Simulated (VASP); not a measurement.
# CdSe (Fm-3m) in VASP: single point with PBEsol

Aim: the single point of CdSe with PBEsol.

Program: VASP 6.6.1. These are calculated values, not measurements. Logs are shortened: lines on timing, memory, paths and dates and some standing lists are left out, and cuts for length are marked.

### 1 The cell of the first run

It takes space group Fm-3m (No. 225, cubic). The conventional cell has a = 5.748 Å, b = 5.748 Å, c = 5.748 Å, α = 90.00°, β = 90.00°, γ = 90.00°. Cd (site symmetry m-3m) has 6 Se at 2.87 Å within 3.8 Å. Se (site symmetry m-3m) has 6 Cd at 2.87 Å within 3.8 Å.

### 2 Single point, PBEsol

INCAR

```
SYSTEM = CdSe
PREC = Accurate ; ENCUT = 500
EDIFF = 1E-6 ; ISMEAR = -1
SIGMA = 0.05 ; LREAL = .FALSE.
LASPH = .TRUE. ; NELM = 120
ALGO = Normal ; ISIF = 2
LWAVE = .FALSE. ; LCHARG = .FALSE.
GGA = PS ; NBANDS = 16
GGA_COMPAT = .FALSE.
```

KPOINTS

```
regular mesh
0
G
  5 5 5
  0 0 0
```

POSCAR

```
CdSe
1.0
    0.0000000000      2.8739580000      2.8739580000
    2.8739580000      0.0000000000      2.8739580000
    2.8739580000      2.8739580000      0.0000000000
Cd Se
1 1
Direct
    0.0000000000      0.0000000000      0.0000000000
    0.5000000000      0.5000000000      0.5000000000
```

Potentials or basis: VASP PAW PBE potentials, release 64 (Cd, Se).

Launch:

```
$ cat potpaw_PBE.64/Cd/POTCAR potpaw_PBE.64/Se/POTCAR > POTCAR
$ mpirun -np 1 vasp_std > vasp.out
```

OUTCAR:

```text
SYSTEM = CdSe
   PREC = Accurate
   ENCUT = 500
   EDIFF = 1E-6
   ISMEAR = -1
   LREAL = .FALSE.
   LASPH = .TRUE.
   NELM = 120
   ISIF = 2
   GGA = PS

 ion  position               nearest neighbor table
   1  0.000  0.000  0.000-   2 2.87   2 2.87   2 2.87   2 2.87   2 2.87   2 2.87
   2  0.500  0.500  0.500-   1 2.87   1 2.87   1 2.87   1 2.87   1 2.87   1 2.87

  LATTYP: Found a face centered cubic cell.
 ALAT       =     5.7479160000

  Lattice vectors:

 A1 = (   0.0000000000,   2.8739580000,   2.8739580000)
 A2 = (   2.8739580000,   0.0000000000,   2.8739580000)
 A3 = (   2.8739580000,   2.8739580000,   0.0000000000)

Analysis of symmetry for initial positions (statically):
=====================================================================
 Subroutine PRICEL returns:
 Original cell was already a primitive cell.

 Routine SETGRP: Setting up the symmetry group for a
 face centered cubic supercell.

 Subroutine GETGRP returns: Found 48 space group operations
 (whereof 48 operations were pure point group operations)
 out of a pool of 48 trial point group operations.

The static configuration has the point symmetry O_h .

Analysis of symmetry for dynamics (positions and initial velocities):
=====================================================================
 Subroutine PRICEL returns:
 Original cell was already a primitive cell.

 Routine SETGRP: Setting up the symmetry group for a
 face centered cubic supercell.

 Subroutine GETGRP returns: Found 48 space group operations
 (whereof 48 operations were pure point group operations)
 out of a pool of 48 trial point group operations.

The dynamic configuration has the point symmetry O_h .

 Subroutine INISYM returns: Found 48 space group operations
 (whereof 48 operations are pure point group operations),
 and found     1 'primitive' translations

----------------------------------------------------------------------------------------

                                     Primitive cell

  volume of cell :      47.4757

  direct lattice vectors                    reciprocal lattice vectors
     0.000000000  2.873958000  2.873958000    -0.173976098  0.173976098  0.173976098
     2.873958000  0.000000000  2.873958000     0.173976098 -0.173976098  0.173976098
     2.873958000  2.873958000  0.000000000     0.173976098  0.173976098 -0.173976098

  length of vectors
     4.064390381  4.064390381  4.064390381     0.301335442  0.301335442  0.301335442

  position of ions in fractional coordinates (direct lattice)
[... 64 lines left out ...]
   EDIFF  = 0.1E-05   stopping-criterion for ELM
   LREAL  =      F    real-space projection
   EDIFFG = 0.1E-04   stopping-criterion for IOM
   NSW    =      0    number of steps for IOM
   IBRION =     -1    ionic relax: 0-MD 1-quasi-New 2-CG
   NFREE  =      0    steps in history (QN), initial steepest desc. (CG)
   ISIF   =      2    stress and relaxation
   ISYM   =      2    0-nonsym 1-usesym 2-fastsym
   POTIM  = 0.5000    time-step for ionic-motion
   TEBEG  =    0.0;   TEEND  =   0.0 temperature during run
   PSTRESS=    0.0 pullay stress
   NELECT =      18.0000    total number of electrons
   NUPDOWN=      -1.0000    fix difference up-down
   EMIN   =  10.00;   EMAX   =-10.00  energy-range for DOS
   EFERMI =   0.00;   METHOD = LEGACY
   ISMEAR =    -1;   SIGMA  =   0.05  broadening in eV -4-tet -1-fermi 0-gaus
   EFERMI_NEDOS =   21; number of points for ismear=-14 and -15
   IALGO  =     38    algorithm
   IMIX   =      4    mixing-type and parameters
     AMIX     =   0.40;   BMIX     =  1.00
     AMIX_MAG =   1.60;   BMIX_MAG =  1.00
  volume/ion in A,a.u.               =      23.74       160.19
  Fermi-wavevector in a.u.,A,eV,Ry     =   1.184882  2.239103 19.101849  1.403946
  Thomas-Fermi vector in A             =   2.321088
   LORBIT       =      0    0 simple, 1 ext, 2 COOP (PROOUT), +10 PAW based schemes
   GGA     = PS    functional components
   LHFCALC =     F    Hartree Fock is set to
   AEXX    =    0.0000 exact exchange contribution
   IVDW    =     0    specifies the selected vdW correction
   LEPSILON=     F    determine dielectric tensor
   LRPA    =     F    only Hartree local field effects (RPA)
 non-spin polarized calculation
  energy-cutoff  :      500.00
  volume of cell :       47.48
 maximum number of plane-waves:      1243
 NGX is ok and might be reduce to    30
   NGX = 15   NGY = 15   NGZ = 15

 number of electron      18.0000008 magnetization

 Free energy of the ion-electron system (eV)
  ---------------------------------------------------
  ext. energy  EPLUGINS =         0.00000000
  ---------------------------------------------------
  free energy    TOTEN  =        -5.92656060 eV

  energy without entropy =       -5.91448112  energy(sigma->0) =       -5.92052086

 E-fermi :   2.1565     XC(G=0): -10.1878

 val. band max:        2.1291508564   @ k =   0.4000   0.4000   0.0000
 cond. band min:       3.0796780890   @ k =  -0.4000   0.4000   0.0000
 fundamental gap:      0.9505272326
 Fermi energy:         2.1564573656

 k-point     1 :       0.0000    0.0000    0.0000
  band No.  band energies     occupation
      1     -10.7989      2.00000
      2      -5.7237      2.00000
      3      -5.7237      2.00000
      4      -5.7051      2.00000
      5      -5.7051      2.00000
      6      -5.7051      2.00000
[... 167 lines left out ...]
      3      -5.7356      2.00000
      4      -5.6751      2.00000
      5      -5.5374      2.00000
      6      -5.3392      2.00000
[... 8 lines left out ...]
     15      14.1063      0.00000
     16      16.7731      0.00000

------------------------ aborting loop because EDIFF is reached ----------------------------------------

  FORCE on cell =-STRESS in cart. coord.  units (eV):
  Direction    XX          YY          ZZ          XY          YZ          ZX
  --------------------------------------------------------------------------------------
  -------------------------------------------------------------------------------------
  Total       -0.9701280     -0.9701280     -0.9701280      0.0000000     -0.0000000      0.0000000
  in kB      -32.7392233    -32.7392233    -32.7392233      0.0000000     -0.0000000      0.0000000
  external PRESSURE =     -32.7392233 kB  Pullay stress =       0.0000000 kB

 VOLUME and BASIS-vectors are now :
 -----------------------------------------------------------------------------
  energy-cutoff  :      500.00
  volume of cell :       47.48
      direct lattice vectors                 reciprocal lattice vectors
     0.000000000  2.873958000  2.873958000    -0.173976098  0.173976098  0.173976098
     2.873958000  0.000000000  2.873958000     0.173976098 -0.173976098  0.173976098
     2.873958000  2.873958000  0.000000000     0.173976098  0.173976098 -0.173976098

 POSITION                                       TOTAL-FORCE (eV/Angst)
 -----------------------------------------------------------------------------------
      0.00000      0.00000      0.00000         0.000000     -0.000000      0.000000
      2.87396      2.87396      2.87396        -0.000000      0.000000     -0.000000
 -----------------------------------------------------------------------------------
    total drift:                               -0.000000      0.000000      0.000000

  FREE ENERGIE OF THE ION-ELECTRON SYSTEM (eV)
  ---------------------------------------------------
  free  energy   TOTEN  =        -5.9265605998 eV

  energy  without entropy=       -5.9144811216  energy(sigma->0) =       -5.92052086
```

OSZICAR:

```text
N       E                     dE             d eps       ncg     rms          rms(c)
DAV:   1     0.102866755016E+03    0.10287E+03   -0.85231E+03   320   0.987E+02
DAV:   2    -0.270246557219E+01   -0.10557E+03   -0.99148E+02   368   0.248E+02
DAV:   3    -0.635520308685E+01   -0.36527E+01   -0.36395E+01   400   0.474E+01
DAV:   4    -0.636553018565E+01   -0.10327E-01   -0.10327E-01   360   0.256E+00
DAV:   5    -0.636557366428E+01   -0.43479E-04   -0.43478E-04   408   0.145E-01    0.506E+00
DAV:   6    -0.595036756776E+01    0.41521E+00   -0.63572E-01   400   0.996E+00    0.442E+00
DAV:   7    -0.592957076594E+01    0.20797E-01   -0.10439E-01   376   0.236E+00    0.208E+00
DAV:   8    -0.592791241901E+01    0.16583E-02   -0.17537E-02   368   0.157E+00    0.426E-01
DAV:   9    -0.592664160037E+01    0.12708E-02   -0.40316E-03   336   0.733E-01    0.957E-02
DAV:  10    -0.592654939389E+01    0.92206E-04   -0.39302E-04   360   0.197E-01    0.337E-02
DAV:  11    -0.592657487540E+01   -0.25482E-04   -0.77438E-05   384   0.610E-02    0.276E-02
DAV:  12    -0.592656145450E+01    0.13421E-04   -0.45497E-05   352   0.480E-02    0.624E-03
DAV:  13    -0.592656059979E+01    0.85471E-06   -0.26778E-06   352   0.124E-02
   1 F= -.59265606E+01 E0= -.59205209E+01  d E =-.120795E-01
```

stdout:

```text
POSCAR found type information on POSCAR CdSe
 POSCAR found :  2 types and       2 ions
 scaLAPACK will be used
 -----------------------------------------------------------------------------
|                                                                             |
|                                                                             |
|     You enforced a specific xc type in the INCAR file but a different       |
|     I HOPE YOU KNOW WHAT YOU ARE DOING!                                     |
|                                                                             |
 -----------------------------------------------------------------------------

 LDA part: xc-table for (Slater+PW92), standard interpolation
 POSCAR, INCAR and KPOINTS ok, starting setup
 FFT: planning ... GRIDC
 FFT: planning ... GRID_SOFT
 FFT: planning ... GRID
 WAVECAR not read
 entering main loop
```

It used 13 s of CPU time on 1 thread of AMD EPYC 7R13 Processor (Zen 3), on a shared host.

What came out:

```
Free energy            : -5.9266 eV
Pressure               : -3.3 GPa
Band gap on the k mesh : zero (band 9 reaches 2.12 eV, above the bottom of band 10 at 2.10 eV)
```

Caveat: the k points lie up to 0.38 Å⁻¹ apart; the PAW data sets were made with another functional, which shifts forces and pressure a little.
